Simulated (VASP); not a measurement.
# Hf (Cmcm) in VASP: further runs

Runs on Hf. Level: PBE. Tasks: single point.

Everything below comes from runs of VASP 6.6.1. Logs are shortened: lines on timing, memory, paths and dates and some standing lists are left out, and cuts for length are marked.

### 1 The cell of the first run

The structure is orthorhombic, space group Cmcm (No. 63). Conventional cell: a = 2.717 Å, b = 6.367 Å, c = 5.058 Å, α = 90.00°, β = 90.00°, γ = 90.00°. Hf (site symmetry m2m) has 12 Hf at 2.72 to 3.46 Å within 3.6 Å.

### 2 Single point, PBE (strain -0.1500 x Voigt [1, -1, 0, 0, 0, 0])

File INCAR:

```
PREC = Accurate ; ENCUT = 520
EDIFF = 1E-6 ; ISMEAR = 0
SIGMA = 0.15 ; LREAL = F
LASPH = T ; NELM = 60
ALGO = Fast ; ISIF = 2
LWAVE = F ; LCHARG = F
GGA = PE ; NBANDS = 17
```

File KPOINTS:

```
Automatic mesh
0
Gamma
  18 18 10
```

File POSCAR:

```
Hf
1.0
    2.7171937456      0.0000000000      0.0000000000
   -1.3585968728      3.1836854497      0.0000000000
    0.0000000000      0.0000000000      5.0578000000
Hf
2
Direct
    0.3333333333      0.6666666667      0.2500000000
    0.6666666667      0.3333333333      0.7500000000
```

Potentials or basis: VASP PAW PBE potentials, release 64 (Hf_pv).

The run is started by

```sh
$ cat potpaw_PBE.64/Hf_pv/POTCAR > POTCAR
$ mpirun -np 1 vasp_std > vasp.out
```

OUTCAR:

```text
PREC = Accurate
   ENCUT = 520
   EDIFF = 1E-6
   ISMEAR = 0
   LREAL = F
   LASPH = T
   NELM = 60
   ISIF = 2
   GGA = PE

 ion  position               nearest neighbor table
   1  0.333  0.667  0.250-   2 3.06   2 3.06   2 3.06   2 3.06   2 3.30   2 3.30
   2  0.667  0.333  0.750-   1 3.06   1 3.06   1 3.06   1 3.06   1 3.30   1 3.30

  LATTYP: Found a base centered orthorhombic cell.
 ALAT       =     2.7171937456
 B/A-ratio  =     2.3433628573
 C/A-ratio  =     1.8614057272

  Lattice vectors:

 A1 = (   1.3585968728,  -3.1836854497,   0.0000000000)
 A2 = (   1.3585968728,   3.1836854497,   0.0000000000)
 A3 = (   0.0000000000,   0.0000000000,   5.0578000000)

Analysis of symmetry for initial positions (statically):
=====================================================================
 Subroutine PRICEL returns:
 Original cell was already a primitive cell.

 Routine SETGRP: Setting up the symmetry group for a
 base centered orthorhombic supercell.

 Subroutine GETGRP returns: Found  8 space group operations
 (whereof  4 operations were pure point group operations)
 out of a pool of  8 trial point group operations.

The static configuration has the point symmetry C_2h.
 The point group associated with its full space group is D_2h.

Analysis of symmetry for dynamics (positions and initial velocities):
=====================================================================
 Subroutine PRICEL returns:
 Original cell was already a primitive cell.

 Routine SETGRP: Setting up the symmetry group for a
 base centered orthorhombic supercell.

 Subroutine GETGRP returns: Found  8 space group operations
 (whereof  4 operations were pure point group operations)
 out of a pool of  8 trial point group operations.

The dynamic configuration has the point symmetry C_2h.
 The point group associated with its full space group is D_2h.

 Subroutine INISYM returns: Found  8 space group operations
 (whereof  4 operations are pure point group operations),
 and found     1 'primitive' translations

----------------------------------------------------------------------------------------

                                     Primitive cell

  volume of cell :      43.7535

  direct lattice vectors                    reciprocal lattice vectors
     2.717193746  0.000000000  0.000000000     0.368026756  0.157050691  0.000000000
    -1.358596873  3.183685450  0.000000000     0.000000000  0.314101382  0.000000000
     0.000000000  0.000000000  5.057800000     0.000000000  0.000000000  0.197714421
[... 78 lines left out ...]
   ISPIN  =      1    spin polarized calculation?
   LNONCOLLINEAR =      F non collinear calculations
   LSORBIT =      F    spin-orbit coupling
   LASPH  =      T    aspherical Exc in radial PAW
   ENCUT  =  520.0 eV  38.22 Ry    6.18 a.u.   5.05  6.44  9.40*2*pi/ulx,y,z
   NELM   =     60;   NELMIN=  2; NELMDL= -5     # of ELM steps
   EDIFF  = 0.1E-05   stopping-criterion for ELM
   LREAL  =      F    real-space projection
   EDIFFG = 0.1E-04   stopping-criterion for IOM
   NSW    =      0    number of steps for IOM
   IBRION =     -1    ionic relax: 0-MD 1-quasi-New 2-CG
   NFREE  =      0    steps in history (QN), initial steepest desc. (CG)
   ISIF   =      2    stress and relaxation
   ISYM   =      2    0-nonsym 1-usesym 2-fastsym
   POTIM  = 0.5000    time-step for ionic-motion
   TEBEG  =    0.0;   TEEND  =   0.0 temperature during run
   PSTRESS=    0.0 pullay stress
   NELECT =      20.0000    total number of electrons
   NUPDOWN=      -1.0000    fix difference up-down
   EMIN   =  10.00;   EMAX   =-10.00  energy-range for DOS
   EFERMI =   0.00;   METHOD = LEGACY
   ISMEAR =     0;   SIGMA  =   0.15  broadening in eV -4-tet -1-fermi 0-gaus
   EFERMI_NEDOS =   21; number of points for ismear=-14 and -15
   IALGO  =     68    algorithm
   IMIX   =      4    mixing-type and parameters
     AMIX     =   0.40;   BMIX     =  1.00
     AMIX_MAG =   1.60;   BMIX_MAG =  1.00
  volume/ion in A,a.u.               =      21.88       147.63
  Fermi-wavevector in a.u.,A,eV,Ry     =   1.261094  2.383122 21.638125  1.590357
  Thomas-Fermi vector in A             =   2.394570
   LORBIT       =      0    0 simple, 1 ext, 2 COOP (PROOUT), +10 PAW based schemes
   GGA     = PE    functional components
   LHFCALC =     F    Hartree Fock is set to
   AEXX    =    0.0000 exact exchange contribution
   IVDW    =     0    specifies the selected vdW correction
   LEPSILON=     F    determine dielectric tensor
   LRPA    =     F    only Hartree local field effects (RPA)
 non-spin polarized calculation
 RMM-DIIS sequential band-by-band and
 Gauss-broadening in eV      SIGMA  =   0.15
  energy-cutoff  :      520.00
  volume of cell :       43.75
 maximum number of plane-waves:      1195
   NGX = 11   NGY = 13   NGZ = 19

 number of electron      20.0000000 magnetization

 Free energy of the ion-electron system (eV)
  ---------------------------------------------------
  ext. energy  EPLUGINS =         0.00000000
  ---------------------------------------------------
  free energy    TOTEN  =       -19.13248173 eV

  energy without entropy =      -19.10189355  energy(sigma->0) =      -19.11718764

 E-fermi :   4.7861     XC(G=0): -11.3347

 val. band max:        4.7859324630   @ k =   0.3333   0.0000   0.2000
 cond. band min:       4.7861593710   @ k =   0.0556   0.0556   0.4000
 fundamental gap:      0.0002269080
 Fermi energy:         4.7861341381

 k-point     1 :       0.0000    0.0000    0.0000
  band No.  band energies     occupation
      1     -25.9785      2.00000
      2     -25.3741      2.00000
      3     -25.2388      2.00000
      4     -25.0569      2.00000
      5     -24.7243      2.00000
      6     -24.6073      2.00000
[... 457 lines left out ...]
      4     -25.2994      2.00000
      5     -25.1801      2.00000
      6     -25.0806      2.00000
[... 9 lines left out ...]
     16       8.8536      0.00000
     17      10.6764      0.00000

 [... further k-points ...]
[... 5 lines left out ...]
  --------------------------------------------------------------------------------------
  -------------------------------------------------------------------------------------
  Total        5.3986318     -2.3252827      0.6582851      0.0000000      0.0000000      0.0000000
  in kB      197.6887168    -85.1478970     24.1052822      0.0000000      0.0000000      0.0000000
  external PRESSURE =      45.5487007 kB  Pullay stress =       0.0000000 kB

 VOLUME and BASIS-vectors are now :
 -----------------------------------------------------------------------------
  energy-cutoff  :      520.00
  volume of cell :       43.75
      direct lattice vectors                 reciprocal lattice vectors
     2.717193746  0.000000000  0.000000000     0.368026756  0.157050691  0.000000000
    -1.358596873  3.183685450  0.000000000     0.000000000  0.314101382  0.000000000
     0.000000000  0.000000000  5.057800000     0.000000000  0.000000000  0.197714421

 POSITION                                       TOTAL-FORCE (eV/Angst)
 -----------------------------------------------------------------------------------
     -0.00000      2.12246      1.26445        -0.000000      0.489012      0.000000
      1.35860      1.06123      3.79335         0.000000     -0.489012      0.000000
 -----------------------------------------------------------------------------------
    total drift:                               -0.000000      0.000000     -0.000000

  FREE ENERGIE OF THE ION-ELECTRON SYSTEM (eV)
  ---------------------------------------------------
  free  energy   TOTEN  =       -19.1324817336 eV

  energy  without entropy=      -19.1018935465  energy(sigma->0) =      -19.11718764
```

It took 2.9 min on 1 thread of Intel Xeon 6975P-C (Granite Rapids), shared host; peak memory 0.42 GiB.

What came out:

* Free energy: -19.1325 eV
* Pressure: 4.6 GPa
* Largest force: 0.489 eV/Å
* Band gap on the k mesh: zero (band 10 reaches 5.65 eV, above the bottom of band 11 at 4.15 eV)

Forces in eV/Å, atoms in the order of the input:
```
Hf   0.000  0.489  0.000
Hf   0.000 -0.489  0.000
```

Stress tensor (GPa, compression positive):
```
19.77  0.00  0.00
 0.00 -8.51  0.00
 0.00  0.00  2.41
```

Levels at points of the mesh, in eV from the Fermi level:
| k point | band 6 | band 7 | band 8 | band 9 | band 10 | band 11 | band 12 | band 13 | band 14 | band 15 |
| --- | --- | --- | --- | --- | --- | --- | --- | --- | --- | --- |
| (0.00, 0.00, 0.00) | -29.39 | -7.10 | -3.50 | -0.88 | -0.09 | 0.97 | 1.57 | 1.72 | 4.50 | 4.59 |
| (0.50, 0.00, 0.00) | -29.97 | -2.63 | -2.43 | -2.21 | -0.51 | 0.43 | 2.08 | 2.81 | 4.48 | 5.19 |
| (0.00, 0.50, 0.00) | -29.40 | -3.84 | -2.92 | -1.89 | -1.45 | 0.26 | 0.64 | 3.79 | 5.85 | 6.18 |
| (0.00, 0.00, 0.50) | -29.45 | -5.11 | -5.11 | -0.79 | -0.79 | 0.04 | 0.04 | 4.07 | 4.07 | 4.21 |
| (0.50, 0.00, 0.50) | -29.98 | -2.99 | -2.99 | -0.82 | -0.82 | 2.40 | 2.40 | 2.52 | 2.52 | 4.78 |
| (0.00, 0.50, 0.50) | -29.48 | -3.67 | -3.67 | -1.28 | -1.28 | 0.39 | 0.39 | 5.22 | 5.22 | 6.07 |

Caveat: the cell differs from its parent crystal (strain -0.1500 x Voigt [1, -1, 0, 0, 0, 0]); spin-orbit coupling is left out, which moves the levels of the heavy elements.

### 3 Single point, PBE (strain +0.1500 x Voigt [1, -1, 0, 0, 0, 0])

File INCAR:

```
SYSTEM = Hf
ALGO     = Fast           ! electronic algorithm
EDIFF    = 1E-6           ! SCF threshold, eV
ENCUT    = 520            ! plane-wave cutoff, eV
GGA      = PE             ! functional
ISIF     = 2              ! what is computed and relaxed
ISMEAR   = 0              ! smearing method
LASPH    = .TRUE.         ! aspherical terms in the spheres
LCHARG   = .TRUE.         ! write CHGCAR
LELF     = .TRUE.         ! ELF
LREAL    = .FALSE.        ! projectors in reciprocal space
LVHAR    = .TRUE.       
LWAVE    = .FALSE.        ! write WAVECAR
NBANDS   = 17             ! bands
NELM     = 100            ! most SCF steps
PREC     = Accurate       ! precision mode
SIGMA    = 0.15           ! smearing width, eV
```

File KPOINTS:

```
k-points
0
G
  18 18 10
  0 0 0
```

File POSCAR:

```
Hf
1.0
    3.6762033028      0.0000000000      0.0000000000
   -1.8381016514      2.3531588107      0.0000000000
    0.0000000000      0.0000000000      5.0578000000
Hf
2
Direct
    0.3333333333      0.6666666667      0.2500000000
    0.6666666667      0.3333333333      0.7500000000
```

Potentials or basis: VASP PAW PBE potentials, release 64 (Hf_pv).

The run is started by

```sh
$ cat potpaw_PBE.64/Hf_pv/POTCAR > POTCAR
$ mpirun -np 1 vasp_std > vasp.out
```

Run time: 3.8 min. Hardware: 1 thread of Intel Xeon 6975P-C (Granite Rapids), shared host; peak memory 0.42 GiB.

The run converged. Its results:

```yaml
Free_energy: -19.3684 eV
Pressure: 3.7 GPa
Largest_force: 0.910 eV/Å
Band_gap_on_the_k_mesh: zero (band 10 reaches 5.51 eV, above the bottom of band 11 at 4.41 eV)
```

Forces on the atoms (eV/Å):
```
Hf   0.000 -0.910  0.000
Hf   0.000  0.910  0.000
```

Stress tensor (GPa, compression positive):
```
-0.85  0.00  0.00
 0.00 13.72  0.00
 0.00  0.00 -1.77
```

Levels at points of the mesh, in eV from the Fermi level:
```csv
k point,band 7,band 8,band 9,band 10,band 11,band 12,band 13,band 14
"(0.00, 0.00, 0.00)",-7.14,-3.48,-0.81,0.15,0.94,1.52,2.83,3.28
"(0.50, 0.00, 0.00)",-3.18,-2.22,-2.11,-0.76,0.50,1.30,2.94,4.20
"(0.00, 0.50, 0.00)",-2.84,-2.75,-1.78,-0.86,0.91,1.67,3.63,6.14
"(0.00, 0.00, 0.50)",-5.15,-5.15,-0.64,-0.64,0.20,0.20,3.91,3.91
"(0.50, 0.00, 0.50)",-3.31,-3.31,-0.71,-0.71,1.15,1.15,3.76,3.76
"(0.00, 0.50, 0.50)",-2.87,-2.87,-0.71,-0.71,1.14,1.14,2.98,2.98
```

Caveat: the cell differs from its parent crystal (strain +0.1500 x Voigt [1, -1, 0, 0, 0, 0]); spin-orbit coupling is left out, which moves the levels of the heavy elements.
